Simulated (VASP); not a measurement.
# Na2Bi (P-3m1) in VASP: a series of runs

Runs on Na2Bi. Level: PBE. Tasks: single point.

All numbers are computed with VASP 6.6.1; they aren't measurements. Logs are shortened: lines on timing, memory, paths and dates and some standing lists are left out, and cuts for length are marked.

## Step 1: The cell of the first run

It takes space group P-3m1 (No. 164, trigonal). The conventional cell has a = 5.328 Å, b = 5.328 Å, c = 3.544 Å, α = 90.00°, β = 90.00°, γ = 120.00°. Within 4.3 Å of Na (site symmetry 3m) lie 8 Na at 3.28 to 3.91 Å and 6 Bi at 3.30 to 3.86 Å. Within 4.3 Å of Bi (site symmetry -3m) lie 12 Na at 3.30 to 3.86 Å and 2 Bi at 3.54 Å.

## Step 2: Single point, PBE

The input, INCAR:

```
SYSTEM = Na2Bi
ALGO = Fast
EDIFF = 1E-7
ENCUT = 520
GGA = PE
ISIF = 2
ISMEAR = 0
LASPH = .TRUE.
LCHARG = .TRUE.
LELF = .TRUE.
LREAL = .FALSE.
LVHAR = .TRUE.
LWAVE = .FALSE.
NBANDS = 22
NELM = 60
PREC = Accurate
SIGMA = 0.1
```

The input, KPOINTS:

```
k-points
0
G
  9 9 12
  0 0 0
```

The input, POSCAR:

```
Na2Bi
1.0
    5.3281729976      0.0000000023      0.0000000000
   -2.6640865008      4.6143331706      0.0000000000
    0.0000000000      0.0000000000      3.5443453311
Na Bi
2 1
Direct
    0.6666666667      0.3333333333      0.6597724619
    0.3333333333      0.6666666667      0.3402275381
    0.0000000000      0.0000000000      0.0000000000
```

Potentials or basis: VASP PAW PBE potentials, release 64 (Na_pv, Bi_d).

Command:

```
cat potpaw_PBE.64/Na_pv/POTCAR potpaw_PBE.64/Bi_d/POTCAR > POTCAR
mpirun -np 1 vasp_std > vasp.out
```

OUTCAR:

```text
SYSTEM = Na2Bi
   EDIFF = 1E-7
   ENCUT = 520
   GGA = PE
   ISIF = 2
   ISMEAR = 0
   LASPH = .TRUE.
   LREAL = .FALSE.
   NELM = 60
   PREC = Accurate

 ion  position               nearest neighbor table
   1  0.667  0.333  0.660-   3 3.30   3 3.30   3 3.30
   2  0.333  0.667  0.340-   3 3.30   3 3.30   3 3.30
   3  0.000  0.000  0.000-   1 3.30   2 3.30   1 3.30   2 3.30   1 3.30   2 3.30

  LATTYP: Found a hexagonal cell.
 ALAT       =     5.3281729976
 C/A-ratio  =     0.6652083806

  Lattice vectors:

 A1 = (   5.3281729976,   0.0000000023,   0.0000000000)
 A2 = (  -2.6640865008,   4.6143331706,   0.0000000000)
 A3 = (   0.0000000000,   0.0000000000,   3.5443453311)

Analysis of symmetry for initial positions (statically):
=====================================================================
 Subroutine PRICEL returns:
 Original cell was already a primitive cell.

 Routine SETGRP: Setting up the symmetry group for a
 hexagonal supercell.

 Subroutine GETGRP returns: Found 12 space group operations
 (whereof 12 operations were pure point group operations)
 out of a pool of 24 trial point group operations.

The static configuration has the point symmetry D_3d.

Analysis of symmetry for dynamics (positions and initial velocities):
=====================================================================
 Subroutine PRICEL returns:
 Original cell was already a primitive cell.

 Routine SETGRP: Setting up the symmetry group for a
 hexagonal supercell.

 Subroutine GETGRP returns: Found 12 space group operations
 (whereof 12 operations were pure point group operations)
 out of a pool of 24 trial point group operations.

The dynamic configuration has the point symmetry D_3d.

 Subroutine INISYM returns: Found 12 space group operations
 (whereof 12 operations are pure point group operations),
 and found     1 'primitive' translations

----------------------------------------------------------------------------------------

                                     Primitive cell

  volume of cell :      87.1412

  direct lattice vectors                    reciprocal lattice vectors
     5.328172998  0.000000002  0.000000000     0.187681594  0.108358019  0.000000000
[... 78 lines left out ...]
 SYSTEM =  Na2Bi
   PREC   = accura    normal or accurate (medium, high low for compatibility)
   ISTART =      0    job   : 0-new  1-cont  2-samecut
   ICHARG =      2    charge: 1-file 2-atom 10-const
   ISPIN  =      1    spin polarized calculation?
   LNONCOLLINEAR =      F non collinear calculations
   LSORBIT =      F    spin-orbit coupling
   LASPH  =      T    aspherical Exc in radial PAW
   ENCUT  =  520.0 eV  38.22 Ry    6.18 a.u.   9.91  9.91  6.59*2*pi/ulx,y,z
   NELM   =     60;   NELMIN=  2; NELMDL= -5     # of ELM steps
   EDIFF  = 0.1E-06   stopping-criterion for ELM
   LREAL  =      F    real-space projection
   EDIFFG = 0.1E-05   stopping-criterion for IOM
   NSW    =      0    number of steps for IOM
   IBRION =     -1    ionic relax: 0-MD 1-quasi-New 2-CG
   NFREE  =      0    steps in history (QN), initial steepest desc. (CG)
   ISIF   =      2    stress and relaxation
   ISYM   =      2    0-nonsym 1-usesym 2-fastsym
   POTIM  = 0.5000    time-step for ionic-motion
   TEBEG  =    0.0;   TEEND  =   0.0 temperature during run
   PSTRESS=    0.0 pullay stress
   NELECT =      29.0000    total number of electrons
   NUPDOWN=      -1.0000    fix difference up-down
   EMIN   =  10.00;   EMAX   =-10.00  energy-range for DOS
   EFERMI =   0.00;   METHOD = LEGACY
   ISMEAR =     0;   SIGMA  =   0.10  broadening in eV -4-tet -1-fermi 0-gaus
   EFERMI_NEDOS =   21; number of points for ismear=-14 and -15
   IALGO  =     68    algorithm
   IMIX   =      4    mixing-type and parameters
     AMIX     =   0.40;   BMIX     =  1.00
     AMIX_MAG =   1.60;   BMIX_MAG =  1.00
  volume/ion in A,a.u.               =      29.05       196.02
  Fermi-wavevector in a.u.,A,eV,Ry     =   1.134488  2.143871 17.511541  1.287062
  Thomas-Fermi vector in A             =   2.271192
   LORBIT       =      0    0 simple, 1 ext, 2 COOP (PROOUT), +10 PAW based schemes
   GGA     = PE    functional components
   LHFCALC =     F    Hartree Fock is set to
   AEXX    =    0.0000 exact exchange contribution
   IVDW    =     0    specifies the selected vdW correction
   LEPSILON=     F    determine dielectric tensor
   LRPA    =     F    only Hartree local field effects (RPA)
 non-spin polarized calculation
 RMM-DIIS sequential band-by-band and
 Gauss-broadening in eV      SIGMA  =   0.10
  energy-cutoff  :      520.00
  volume of cell :       87.14
 maximum number of plane-waves:      2390
   NGX = 19   NGY = 19   NGZ = 13

 number of electron      28.9999992 magnetization

 Free energy of the ion-electron system (eV)
  ---------------------------------------------------
  ext. energy  EPLUGINS =         0.00000000
  ---------------------------------------------------
  free energy    TOTEN  =        -7.50507246 eV

  energy without entropy =       -7.50179855  energy(sigma->0) =       -7.50343550

 E-fermi :   3.1243     XC(G=0):  -8.2866

 val. band max:        3.0649481025   @ k =   0.0000   0.0000   0.3333
 cond. band min:       3.1423740625   @ k =   0.4444   0.0000   0.5000
 fundamental gap:      0.0774259600
 Fermi energy:         3.1242761807

 k-point     1 :       0.0000    0.0000    0.0000
  band No.  band energies     occupation
      1     -21.4768      2.00000
      2     -21.4768      2.00000
      3     -21.4508      2.00000
      4     -21.4426      2.00000
      5     -21.4333      2.00000
      6     -21.4333      2.00000
[... 589 lines left out ...]
     21      11.4408      0.00000
     22      12.1443      0.00000

 [... further k-points ...]
[... 5 lines left out ...]
  --------------------------------------------------------------------------------------
  -------------------------------------------------------------------------------------
  Total       -0.0118451     -0.0118451     -0.0214455      0.0000000      0.0000000      0.0000000
  in kB       -0.2177844     -0.2177844     -0.3942977      0.0000000      0.0000000      0.0000000
  external PRESSURE =      -0.2766222 kB  Pullay stress =       0.0000000 kB

 VOLUME and BASIS-vectors are now :
 -----------------------------------------------------------------------------
  energy-cutoff  :      520.00
  volume of cell :       87.14
      direct lattice vectors                 reciprocal lattice vectors
     5.328172998  0.000000002  0.000000000     0.187681594  0.108358019  0.000000000
    -2.664086501  4.614333171  0.000000000    -0.000000000  0.216716037  0.000000000
     0.000000000  0.000000000  3.544345331     0.000000000  0.000000000  0.282139551

 POSITION                                       TOTAL-FORCE (eV/Angst)
 -----------------------------------------------------------------------------------
      2.66409      1.53811      2.33846        -0.000000     -0.000000     -0.000898
     -0.00000      3.07622      1.20588         0.000000      0.000000      0.000898
      0.00000      0.00000      0.00000        -0.000000      0.000000      0.000000
 -----------------------------------------------------------------------------------
    total drift:                               -0.000000      0.000000      0.000000

  FREE ENERGIE OF THE ION-ELECTRON SYSTEM (eV)
  ---------------------------------------------------
  free  energy   TOTEN  =        -7.5050724581 eV

  energy  without entropy=       -7.5017985482  energy(sigma->0) =       -7.50343550
```

stdout:

```text
POSCAR found type information on POSCAR NaBi
 POSCAR found :  2 types and       3 ions
 scaLAPACK will be used
 LDA part: xc-table for (Slater+PW92), standard interpolation
 POSCAR, INCAR and KPOINTS ok, starting setup
 FFT: planning ... GRIDC
 FFT: planning ... GRID_SOFT
 FFT: planning ... GRID
 WAVECAR not read
 entering main loop
WARNING in EDDRMM: call to ZHEGV failed, returncode =   8  4     22
```

Run time: 2.6 min. Hardware: 1 thread of Oxide Virtual Turin-like, shared host; peak memory 0.31 GiB.

Results:

- Free energy: -7.5051 eV
- Pressure: 0.0 GPa

Caveat: spin-orbit coupling is left out, which moves the levels of the heavy elements.

## Step 3: Single point, PBE

This run uses another cell than the first one, of 29.15 Å³/atom, 1.003 times its volume.

The input, INCAR:

```
SYSTEM = Na2Bi
PREC = Accurate
ENCUT = 520
EDIFF = 1E-6
ISMEAR = 0
SIGMA = 0.1
LREAL = .FALSE.
LASPH = .TRUE.
NELM = 60
ALGO = Fast
ISIF = 2
LWAVE = .FALSE.
LCHARG = .FALSE.
GGA = PE
NBANDS = 22
```

The input, KPOINTS:

```
Automatic mesh
0
G
  12 12 14
  0 0 0
```

The input, POSCAR:

```
Na2Bi
1.0
    5.3312781400      0.0000000023      0.0000000000
   -2.6656390720      4.6170223028      0.0000000000
    0.0000000000      0.0000000000      3.5524188761
Na Bi
2 1
Direct
    0.6666666667      0.3333333333      0.6646012889
    0.3333333333      0.6666666667      0.3353987111
    0.0000000000      0.0000000000      0.0000000000
```

Potentials or basis: VASP PAW PBE potentials, release 64 (Na_pv, Bi_d).

Command:

```
cat potpaw_PBE.64/Na_pv/POTCAR potpaw_PBE.64/Bi_d/POTCAR > POTCAR
mpirun -np 1 vasp_std > vasp.out
```

OUTCAR:

```text
SYSTEM = Na2Bi
   PREC = Accurate
   ENCUT = 520
   EDIFF = 1E-6
   ISMEAR = 0
   LREAL = .FALSE.
   LASPH = .TRUE.
   NELM = 60
   ISIF = 2
   GGA = PE

 ion  position               nearest neighbor table
   1  0.667  0.333  0.665-   3 3.30   3 3.30   3 3.30
   2  0.333  0.667  0.335-   3 3.30   3 3.30   3 3.30
   3  0.000  0.000  0.000-   1 3.30   2 3.30   1 3.30   2 3.30   1 3.30   2 3.30

  LATTYP: Found a hexagonal cell.
 ALAT       =     5.3312781400
 C/A-ratio  =     0.6663353107

  Lattice vectors:

 A1 = (   5.3312781400,   0.0000000023,   0.0000000000)
 A2 = (  -2.6656390720,   4.6170223028,   0.0000000000)
 A3 = (   0.0000000000,   0.0000000000,   3.5524188761)

Analysis of symmetry for initial positions (statically):
=====================================================================
 Subroutine PRICEL returns:
 Original cell was already a primitive cell.

 Routine SETGRP: Setting up the symmetry group for a
 hexagonal supercell.

 Subroutine GETGRP returns: Found 12 space group operations
 (whereof 12 operations were pure point group operations)
[... 159 lines left out ...]
 Free energy of the ion-electron system (eV)
  ---------------------------------------------------
  ext. energy  EPLUGINS =         0.00000000
  ---------------------------------------------------
  free energy    TOTEN  =        -7.47785563 eV

  energy without entropy =       -7.47055526  energy(sigma->0) =       -7.47420544

 E-fermi :   3.1228     XC(G=0):  -8.2725

 val. band max:        3.1160733243   @ k =   0.0833  -0.0000   0.3571
 cond. band min:       3.1298052865   @ k =   0.4167   0.0000   0.5000
 fundamental gap:      0.0137319622
 Fermi energy:         3.1227655986

 k-point     1 :       0.0000    0.0000    0.0000
  band No.  band energies     occupation
      1     -21.4923      2.00000
      2     -21.4923      2.00000
      3     -21.4686      2.00000
      4     -21.4596      2.00000
      5     -21.4503      2.00000
      6     -21.4503      2.00000
[... 589 lines left out ...]
     21      12.3990      0.00000
     22      13.0668      0.00000

 [... further k-points ...]
[... 5 lines left out ...]
  --------------------------------------------------------------------------------------
  -------------------------------------------------------------------------------------
  Total        0.0987610      0.0987610      0.0456291     -0.0000000     -0.0000000      0.0000000
  in kB        1.8095831      1.8095831      0.8360557     -0.0000000     -0.0000000      0.0000000
  external PRESSURE =       1.4850740 kB  Pullay stress =       0.0000000 kB

 VOLUME and BASIS-vectors are now :
 -----------------------------------------------------------------------------
  energy-cutoff  :      520.00
  volume of cell :       87.44
      direct lattice vectors                 reciprocal lattice vectors
     5.331278140  0.000000002  0.000000000     0.187572281  0.108294907  0.000000000
    -2.665639072  4.617022303  0.000000000    -0.000000000  0.216589814  0.000000000
     0.000000000  0.000000000  3.552418876     0.000000000  0.000000000  0.281498335

 POSITION                                       TOTAL-FORCE (eV/Angst)
 -----------------------------------------------------------------------------------
      2.66564      1.53901      2.36094        -0.000000      0.000000      0.000466
     -0.00000      3.07801      1.19148         0.000000     -0.000000     -0.000466
      0.00000      0.00000      0.00000         0.000000     -0.000000      0.000000
 -----------------------------------------------------------------------------------
    total drift:                               -0.000000      0.000000     -0.000000

  FREE ENERGIE OF THE ION-ELECTRON SYSTEM (eV)
  ---------------------------------------------------
  free  energy   TOTEN  =        -7.4778556285 eV

  energy  without entropy=       -7.4705552551  energy(sigma->0) =       -7.47420544
```

OSZICAR:

```text
N       E                     dE             d eps       ncg     rms          rms(c)
DAV:   1     0.277209279267E+03    0.27721E+03   -0.15166E+04  9862   0.145E+03
DAV:   2     0.127788444603E+02   -0.26443E+03   -0.25894E+03  9994   0.414E+02
DAV:   3    -0.705576632713E+01   -0.19835E+02   -0.19694E+02 11910   0.132E+02
DAV:   4    -0.760509806981E+01   -0.54933E+00   -0.54889E+00 11322   0.227E+01
DAV:   5    -0.763113734272E+01   -0.26039E-01   -0.26039E-01 14512   0.456E+00    0.155E+00
RMM:   6    -0.751613768591E+01    0.11500E+00   -0.51613E-02 11418   0.138E+00    0.857E-01
RMM:   7    -0.747695636431E+01    0.39181E-01   -0.66561E-02 12504   0.161E+00    0.262E-01
RMM:   8    -0.747750178572E+01   -0.54542E-03   -0.92212E-03 12715   0.111E+00    0.919E-02
RMM:   9    -0.747776271485E+01   -0.26093E-03   -0.36621E-03 13513   0.548E-01    0.286E-02
RMM:  10    -0.747783541497E+01   -0.72700E-04   -0.12030E-03 16100   0.292E-01    0.206E-02
RMM:  11    -0.747785280324E+01   -0.17388E-04   -0.17756E-04 16017   0.946E-02    0.240E-02
RMM:  12    -0.747785645465E+01   -0.36514E-05   -0.27056E-05 14820   0.360E-02    0.238E-02
RMM:  13    -0.747785562846E+01    0.82619E-06   -0.97461E-06 11582   0.314E-02
   1 F= -.74778556E+01 E0= -.74742054E+01  d E =-.730037E-02
```

stdout:

```text
POSCAR found type information on POSCAR NaBi
 POSCAR found :  2 types and       3 ions
 scaLAPACK will be used
 LDA part: xc-table for (Slater+PW92), standard interpolation
 POSCAR, INCAR and KPOINTS ok, starting setup
 FFT: planning ... GRIDC
 FFT: planning ... GRID_SOFT
 FFT: planning ... GRID
 WAVECAR not read
 entering main loop
WARNING in EDDRMM: call to ZHEGV failed, returncode =   6  3     22
```

Run time: 4.3 min. Hardware: 1 thread of Oxide Virtual Turin-like, shared host; peak memory 0.45 GiB.

What came out:

```yaml
Free_energy: -7.4779 eV
Pressure: 0.1 GPa
```

Stress tensor (GPa, compression positive):
```
0.18 0.00 0.00
0.00 0.18 0.00
0.00 0.00 0.08
```

Caveat: spin-orbit coupling is left out, which moves the levels of the heavy elements.
